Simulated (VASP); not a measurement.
# Sb (P6_3/mmc) in VASP: further runs

Sb is run at these levels: r2SCAN; tasks: single point, relaxation of cell and atoms.

Everything below comes from runs of VASP 6.6.1. Logs are shortened: lines on timing, memory, paths and dates and some standing lists are left out, and cuts for length are marked.

## (1) The cell of the first run

The structure is hexagonal, space group P6_3/mmc (No. 194). Conventional cell: a = 3.116 Å, b = 3.116 Å, c = 5.096 Å, α = 90.00°, β = 90.00°, γ = 120.00°. Within 4.1 Å of Sb (site symmetry -6m2) lie 12 Sb at 3.12 Å.

This isn't the form of Sb at room conditions, which is rhombohedral.

## (2) Single point, r2SCAN

POSCAR

```
Sb
1.0
    3.1161502523      0.0000000000      0.0000000000
   -1.5580751261      2.6986652805      0.0000000000
    0.0000000000      0.0000000000      5.0958737454
Sb
2
Direct
    0.3333333333      0.6666666667      0.2500000000
    0.6666666667      0.3333333333      0.7500000000
```

INCAR.step1

```
PREC = Accurate
ENCUT = 520
ISMEAR = 0
SIGMA = 0.1
LREAL = F
LASPH = T
NELM = 80
NBANDS = 12
GGA = PE
ALGO = Normal
EDIFF = 1E-4
LWAVE = T
LCHARG = F
```

INCAR.step2

```
PREC = Accurate
ENCUT = 520
EDIFF = 1E-7
ISMEAR = 0
SIGMA = 0.1
LREAL = F
LASPH = T
NELM = 80
ALGO = Normal
ISIF = 2
LWAVE = F
LCHARG = F
METAGGA = R2SCAN
LMIXTAU = T
NBANDS = 12
ISTART = 1
```

KPOINTS

```
Automatic mesh
0
Gamma
  18 18 8
```

Potentials or basis: VASP PAW PBE potentials, release 64 (Sb).

Launch:

```bash
cat potpaw_PBE.64/Sb/POTCAR > POTCAR
cp INCAR.step1 INCAR
mpirun -np 1 vasp_std > vasp.out
cp INCAR.step2 INCAR
mpirun -np 1 vasp_std > vasp.out
```

OUTCAR:

```text
PREC = Accurate
   ENCUT = 520
   EDIFF = 1E-7
   ISMEAR = 0
   LREAL = F
   LASPH = T
   NELM = 80
   ISIF = 2
   METAGGA = R2SCAN
   ISTART = 1

 ion  position               nearest neighbor table
   1  0.333  0.667  0.250-   2 3.12   2 3.12   2 3.12   2 3.12   2 3.12   2 3.12
   2  0.667  0.333  0.750-   1 3.12   1 3.12   1 3.12   1 3.12   1 3.12   1 3.12

  LATTYP: Found a hexagonal cell.
 ALAT       =     3.1161502523
 C/A-ratio  =     1.6353106663

  Lattice vectors:

 A1 = (   3.1161502523,   0.0000000000,   0.0000000000)
 A2 = (  -1.5580751261,   2.6986652805,   0.0000000000)
 A3 = (   0.0000000000,   0.0000000000,   5.0958737454)

Analysis of symmetry for initial positions (statically):
=====================================================================
 Subroutine PRICEL returns:
 Original cell was already a primitive cell.

 Routine SETGRP: Setting up the symmetry group for a
 hexagonal supercell.

 Subroutine GETGRP returns: Found 24 space group operations
 (whereof 12 operations were pure point group operations)
 out of a pool of 24 trial point group operations.

The static configuration has the point symmetry D_3d.
 The point group associated with its full space group is D_6h.

Analysis of symmetry for dynamics (positions and initial velocities):
=====================================================================
 Subroutine PRICEL returns:
 Original cell was already a primitive cell.

 Routine SETGRP: Setting up the symmetry group for a
 hexagonal supercell.

 Subroutine GETGRP returns: Found 24 space group operations
 (whereof 12 operations were pure point group operations)
 out of a pool of 24 trial point group operations.

The dynamic configuration has the point symmetry D_3d.
 The point group associated with its full space group is D_6h.

 Subroutine INISYM returns: Found 24 space group operations
 (whereof 12 operations are pure point group operations),
 and found     1 'primitive' translations

----------------------------------------------------------------------------------------

                                     Primitive cell

  volume of cell :      42.8535

  direct lattice vectors                    reciprocal lattice vectors
     3.116150252  0.000000000  0.000000000     0.320908788  0.185276775  0.000000000
    -1.558075126  2.698665281  0.000000000     0.000000000  0.370553550  0.000000000
     0.000000000  0.000000000  5.095873745     0.000000000  0.000000000  0.196237201

  length of vectors
     3.116150252  3.116150252  5.095873745     0.370553550  0.370553550  0.196237201

  position of ions in fractional coordinates (direct lattice)
     0.333333333  0.666666667  0.250000000
     0.666666667  0.333333333  0.750000000

  ion indices of the primitive-cell ions
   primitive index   ion index
                 1           1
                 2           2

----------------------------------------------------------------------------------------

 KPOINTS: Automatic mesh

Automatic generation of k-mesh.
 Grid dimensions read from file:
 generate k-points for:   18   18    8

 Generating k-lattice:

  Cartesian coordinates                     Fractional coordinates (reciprocal lattice)
     0.017828266  0.010293154  0.000000000     0.055555556  0.000000000  0.000000000
     0.000000000  0.020586308  0.000000000     0.000000000  0.055555556  0.000000000
     0.000000000  0.000000000  0.024529650     0.000000000  0.000000000  0.125000000

  Length of vectors
     0.020586308  0.020586308  0.024529650

  Shift w.r.t. Gamma in fractional coordinates (k-lattice)
     0.000000000  0.000000000  0.000000000

 Subroutine IBZKPT returns following result:
 ===========================================

 Found    185 irreducible k-points:

 Following reciprocal coordinates:
            Coordinates               Weight
  0.000000  0.000000  0.000000      1.000000
  0.055556  0.000000  0.000000      6.000000
  0.111111  0.000000  0.000000      6.000000
  0.166667  0.000000  0.000000      6.000000
  0.222222  0.000000  0.000000      6.000000
  0.277778  0.000000  0.000000      6.000000
[... 16 lines left out ...]
  0.333333  0.111111  0.000000     12.000000
  0.388889  0.111111  0.000000     12.000000
 [... further k-points ...]
   k-points           NKPTS =    185   k-points in BZ     NKDIM =    185   number of bands    NBANDS=     12
   number of dos      NEDOS =    301   number of ions     NIONS =      2
   total plane-waves  NPLWV =  23040
   dimension x,y,z NGX =    24 NGY =   24 NGZ =   40
   dimension x,y,z NGXF=    48 NGYF=   48 NGZF=   80
   ions per type =               2
   NGX,Y,Z   is equivalent  to a cutoff of  12.80, 12.80, 13.05 a.u.
   NGXF,Y,Z  is equivalent  to a cutoff of  25.61, 25.61, 26.10 a.u.
 SYSTEM =  unknown system
   PREC   = accura    normal or accurate (medium, high low for compatibility)
   ISTART =      1    job   : 0-new  1-cont  2-samecut
   ICHARG =      0    charge: 1-file 2-atom 10-const
[... 72 lines left out ...]
      9      21.1873      0.00000
     10      21.5171      0.00000
     11      23.5001      0.00000
     12      23.5001      0.00000

 k-point     2 :       0.0556    0.0000    0.0000
  band No.  band energies     occupation
      1      -3.8379      2.00000
      2       1.6515      2.00000
      3       4.0213      2.00000
      4      15.9561      0.00000
      5      16.4554      0.00000
      6      18.6847      0.00000
      7      19.2860      0.00000
      8      19.4908      0.00000
      9      21.4599      0.00000
     10      21.7330      0.00000
     11      23.1537      0.00000
     12      23.2712      0.00000

 k-point     3 :       0.1111    0.0000    0.0000
  band No.  band energies     occupation
      1      -3.6259      2.00000
      2       1.8478      2.00000
      3       4.2426      2.00000
      4      14.2105      0.00000
      5      15.6920      0.00000
      6      17.7966      0.00000
      7      19.1998      0.00000
      8      19.4774      0.00000
      9      20.4122      0.00000
     10      22.5314      0.00000
     11      22.5729      0.00000
     12      23.2610      0.00000

 k-point     4 :       0.1667    0.0000    0.0000
  band No.  band energies     occupation
      1      -3.2725      2.00000
      2       2.1735      2.00000
      3       4.6085      2.00000
      4      12.2882      0.00000
      5      14.8753      0.00000
      6      16.5668      0.00000
      7      18.4096      0.00000
      8      19.1744      0.00000
      9      19.2166      0.00000
     10      21.9174      0.00000
     11      23.0474      0.00000
     12      23.6076      0.00000

 k-point     5 :       0.2222    0.0000    0.0000
  band No.  band energies     occupation
      1      -2.7783      2.00000
      2       2.6241      2.00000
      3       5.1142      2.00000
      4      10.3854      2.00000
      5      14.1163      0.00000
      6      15.0474      0.00000
      7      17.1564      0.00000
      8      18.2546      0.00000
      9      18.6885      0.00000
     10      21.6759      0.00000
     11      22.8948      0.00000
     12      23.1067      0.00000
[... 228 lines left out ...]
      1      -1.9337      2.00000
      2       3.3680      2.00000
      3       5.9638      2.00000
      4       8.7105      2.00000
      5      11.2612      2.00000
      6      13.9947      0.00000
      7      15.6501      0.00000
      8      16.3526      0.00000
      9      19.5483      0.00000
     10      19.6679      0.00000
     11      23.1075      0.00000
     12      23.4272      0.00000

 k-point    22 :       0.2778    0.1111    0.0000
  band No.  band energies     occupation
      1      -1.1659      2.00000
      2       3.9546      2.00000
      3       6.7151      2.00000
      4       7.1754      2.00000
      5      10.6123      2.00000
      6      12.4432      0.00000
      7      14.2968      0.00000
      8      15.8533      0.00000
      9      19.0041      0.00000
     10      19.2861      0.00000
     11      23.7158      0.00000
     12      24.1046      0.00000

 k-point    23 :       0.3333    0.1111    0.0000
  band No.  band energies     occupation
      1      -0.2751      2.00000
      2       4.1798      2.00000
      3       6.2465      2.00000
      4       7.5520      2.00000
      5       9.9005      2.00000
      6      11.2240      2.00000
      7      12.9919      0.00000
      8      15.4847      0.00000
      9      18.6371      0.00000
     10      19.0106      0.00000
     11      24.0880      0.00000
     12      24.2544      0.00000

 k-point    24 :       0.3889    0.1111    0.0000
  band No.  band energies     occupation
      1       0.6920      2.00000
      2       3.4194      2.00000
      3       6.5840      2.00000
      4       8.3793      2.00000
      5       8.8971      2.00000
      6      10.6222      2.00000
      7      11.8718      0.96019
      8      15.2588      0.00000
      9      18.4234      0.00000
     10      18.8447      0.00000
     11      24.0175      0.00000
     12      24.4419      0.00000

 [... further k-points ...]

------------------------ aborting loop because EDIFF is reached ----------------------------------------

  FORCE on cell =-STRESS in cart. coord.  units (eV):
  Direction    XX          YY          ZZ          XY          YZ          ZX
  --------------------------------------------------------------------------------------
  -------------------------------------------------------------------------------------
  Total        6.7271147      6.7271147      6.7228047      0.0000000      0.0000000      0.0000000
  in kB      251.5088915    251.5088915    251.3477529      0.0000000      0.0000000      0.0000000
  external PRESSURE =     251.4551786 kB  Pullay stress =       0.0000000 kB

 VOLUME and BASIS-vectors are now :
 -----------------------------------------------------------------------------
  energy-cutoff  :      520.00
  volume of cell :       42.85
      direct lattice vectors                 reciprocal lattice vectors
     3.116150252  0.000000000  0.000000000     0.320908788  0.185276775  0.000000000
    -1.558075126  2.698665281  0.000000000     0.000000000  0.370553550  0.000000000
     0.000000000  0.000000000  5.095873745     0.000000000  0.000000000  0.196237201

 POSITION                                       TOTAL-FORCE (eV/Angst)
 -----------------------------------------------------------------------------------
     -0.00000      1.79911      1.27397        -0.000000     -0.000000      0.000000
      1.55808      0.89956      3.82191         0.000000      0.000000      0.000000
 -----------------------------------------------------------------------------------
    total drift:                               -0.000000      0.000000      0.000000

  FREE ENERGIE OF THE ION-ELECTRON SYSTEM (eV)
  ---------------------------------------------------
  free  energy   TOTEN  =       -49.8627585898 eV

  energy  without entropy=      -49.8581979221  energy(sigma->0) =      -49.86047826
```

Wall time 4.3 min (1 thread of Intel Xeon 8259CL, shared host); peak memory 0.23 GiB.

Results:

| Item | Value |
| --- | --- |
| Free energy | -49.8628 eV |
| Pressure | 25.1 GPa |
| Band gap on the k mesh | zero (bands 5 and 6 overlap by 10.70 eV) |

Caveat: the cell stands under pressure; the PAW data sets were made with another functional, which shifts forces and pressure a little; spin-orbit coupling is left out, which moves the levels of the heavy elements.

## (3) Relaxation of cell and atoms, r2SCAN, target pressure 12 GPa, at which the enthalpy is minimised

This run uses another cell than the first one, of 23.67 Å³/atom.

POSCAR

```
Sb
1.0
    3.2154860532      0.0000000000      0.0000000000
   -1.6077430266      2.7846926076      0.0000000000
    0.0000000000      0.0000000000      5.2872508425
Sb
2
Direct
    0.3333333333      0.6666666667      0.2500000000
    0.6666666667      0.3333333333      0.7500000000
```

INCAR.step1

```
ALGO = Normal
EDIFF = 1E-4
ENCUT = 600
GGA = PE
ISMEAR = 0
LASPH = True
LCHARG = False
LREAL = False
LWAVE = True
NELM = 60
PREC = Accurate
SIGMA = 0.1
```

INCAR.step2

```
ALGO = Normal
EDIFF = 1E-7
EDIFFG = -0.008
ENCUT = 600
IBRION = 2
ISIF = 3
ISMEAR = 0
ISTART = 1
LASPH = True
LCHARG = False
LMIXTAU = True
LREAL = False
LWAVE = False
METAGGA = R2SCAN
NELM = 60
NSW = 70
PREC = Accurate
PSTRESS = 120.0
SIGMA = 0.1
```

KPOINTS

```
k-points
0
Gamma
  12 12 8
```

Potentials or basis: VASP PAW PBE potentials, release 64 (Sb).

Launch:

```bash
cat potpaw_PBE.64/Sb/POTCAR > POTCAR
cp INCAR.step1 INCAR
mpirun -np 1 vasp_std > vasp.out
cp INCAR.step2 INCAR
mpirun -np 1 vasp_std > vasp.out
```

Wall time 11 min (1 thread of Intel Xeon 8259CL, shared host); peak memory 0.23 GiB.

Results (log left out):

- Free energy: -50.3480 eV
- Relaxed volume: 23.60 Å³/atom
- Relaxed cell: a = 3.219 Å, b = 3.219 Å, c = 5.259 Å, α = 90.00°, β = 90.00°, γ = 120.00°
- Space group after relaxing (to 0.1 Å): P6_3/mmc (No. 194)
- Energy change on relaxing (the run minimises the enthalpy): +5.4 meV/atom
- Ionic steps: 5
- Pressure after relaxing: 12.0 GPa
- Band gap on the k mesh: zero (bands 5 and 6 overlap by 9.51 eV)

Step by step:
```
step  energy change (eV)  largest force (eV/Å)  pressure (GPa)  volume (Å³)
   1              0.0000                0.0000           11.68        47.34
   2              0.0241                0.0000           12.44        47.02
   3              0.0159                0.0000           12.18        47.12
   4              0.0094                0.0000           11.95        47.21
   5              0.0108                0.0000           12.00        47.19
```

Final structure:
```yaml
crystal:
  lattice:
    - [3.21888, 0.00000, 0.00000]
    - [-1.60944, 2.78763, 0.00000]
    - [0.00000, 0.00000, 5.25920]
  atoms:
    - { symbol: Sb, position: [0.33333, 0.66667, 0.25000] }
    - { symbol: Sb, position: [0.66667, 0.33333, 0.75000] }
```

Levels at points of the mesh, in eV from the Fermi level:
```csv
k point,band 1,band 2,band 3,band 4,band 5,band 6,band 7,band 8,band 9
"(0.00, 0.00, 0.00)",-14.72,-9.88,-7.07,4.48,4.48,6.52,6.52,6.88,8.96
"(0.50, 0.00, 0.00)",-10.22,-8.77,-4.66,-3.62,-2.85,-0.31,0.43,4.57,4.81
"(0.00, 0.00, 0.50)",-13.25,-13.25,-0.77,-0.77,5.52,5.52,5.52,5.52,9.83
"(0.50, 0.00, 0.50)",-9.01,-9.01,-6.47,-6.47,1.95,1.95,2.33,2.33,6.37
```

Caveat: the cell is relaxed towards a set pressure, so the run minimises the enthalpy, not the energy; the PAW data sets were made with another functional, which shifts forces and pressure a little; spin-orbit coupling is left out, which moves the levels of the heavy elements.

## (4) Single point, r2SCAN

This run uses another cell than the first one, of 27.08 Å³/atom.

POSCAR

```
Sb
1.0
    3.3582702323      0.0000000000      0.0000000000
   -1.6791351161      2.9083473339      0.0000000000
    0.0000000000      0.0000000000      5.5461872541
Sb
2
Direct
    0.3333333333      0.6666666667      0.2500000000
    0.6666666667      0.3333333333      0.7500000000
```

INCAR.step1

```
SYSTEM = Sb
PREC = Accurate ; ENCUT = 550
ISMEAR = 0 ; SIGMA = 0.1
LREAL = .FALSE. ; LASPH = .TRUE.
NELM = 120 ; NBANDS = 12
GGA = PE ; ALGO = Normal
EDIFF = 1E-5 ; LWAVE = .TRUE.
LCHARG = .FALSE. ; GGA_COMPAT = .FALSE.
```

INCAR.step2

```
SYSTEM = Sb
PREC = Accurate ; ENCUT = 550
EDIFF = 1E-6 ; ISMEAR = 0
SIGMA = 0.1 ; LREAL = .FALSE.
LASPH = .TRUE. ; NELM = 120
ALGO = Normal ; ISIF = 2
LWAVE = .FALSE. ; LCHARG = .TRUE.
METAGGA = R2SCAN ; LMIXTAU = .TRUE.
LELF = .TRUE. ; LVHAR = .TRUE.
NBANDS = 12 ; ISTART = 1
GGA_COMPAT = .FALSE.
```

KPOINTS

```
Automatic mesh
0
G
  12 12 6
  0 0 0
```

Launch:

```bash
cat potpaw_PBE.64/Sb/POTCAR > POTCAR
cp INCAR.step1 INCAR
mpirun -np 1 vasp_std > vasp.out
cp INCAR.step2 INCAR
mpirun -np 1 vasp_std > vasp.out
```

It took 3.7 min on 1 thread of Intel Xeon Platinum 8375C at 2.90GHz (Ice Lake), shared host; peak memory 0.21 GiB.

Results (log left out):

```yaml
Free_energy: -50.5900 eV
Pressure: 0.1 GPa
Band_gap_on_the_k_mesh: zero (bands 5 and 6 overlap by 8.09 eV)
```

Stress tensor (GPa, compression positive):
```
-0.08  0.00  0.00
 0.00 -0.08  0.00
 0.00  0.00  0.41
```

Levels at points of the mesh, in eV from the Fermi level:
```
           k point  band 1  band 2  band 3  band 4  band 5  band 6  band 7  band 8  band 9  band 10
(0.00, 0.00, 0.00)  -13.47   -9.60   -6.07    3.92    3.92    5.55    5.61    5.61    8.47     9.52
(0.50, 0.00, 0.00)   -9.65   -8.29   -4.51   -3.30   -2.35   -0.02    0.52    3.84    4.92     8.15
(0.00, 0.00, 0.50)  -12.21  -12.21   -0.90   -0.90    4.75    4.75    4.75    4.75    9.40     9.40
(0.50, 0.00, 0.50)   -8.73   -8.73   -5.55   -5.55    1.78    1.78    1.83    1.83    6.36     6.36
```

Caveat: the PAW data sets were made with another functional, which shifts forces and pressure a little; spin-orbit coupling is left out, which moves the levels of the heavy elements.

## (5) The runs side by side

```csv
task,cell,k mesh,cutoff (eV),gap on the mesh (eV),pressure (GPa)
single point,"a = 3.116, b = 3.116, c = 5.096 Å, angles 90.0, 90.0, 120.0°, 2 atoms",18 × 18 × 8,520,none,25.1
relaxation of cell and atoms,"relaxed to 12 GPa from a = 3.215, b = 3.215, c = 5.287 Å, angles 90.0, 90.0, 120.0°, 2 atoms",12 × 12 × 8,600,none,12.0
single point,"a = 3.358, b = 3.358, c = 5.546 Å, angles 90.0, 90.0, 120.0°, 2 atoms",12 × 12 × 6,550,none,0.1
```

Alike in all rows: level r2SCAN; potentials or basis VASP PAW PBE potentials, release 64 (Sb); no spin polarisation; smearing gaussian 0.1 eV.

Caveats: the PAW data sets were made with another functional, which shifts forces and pressure a little; spin-orbit coupling is left out, which moves the levels of the heavy elements; the cell stands under pressure (at least some runs); the cell is relaxed towards a set pressure, so the run minimises the enthalpy, not the energy (at least some runs).

Total energies depend on the potentials used, so only differences within one code and one set of settings carry meaning.
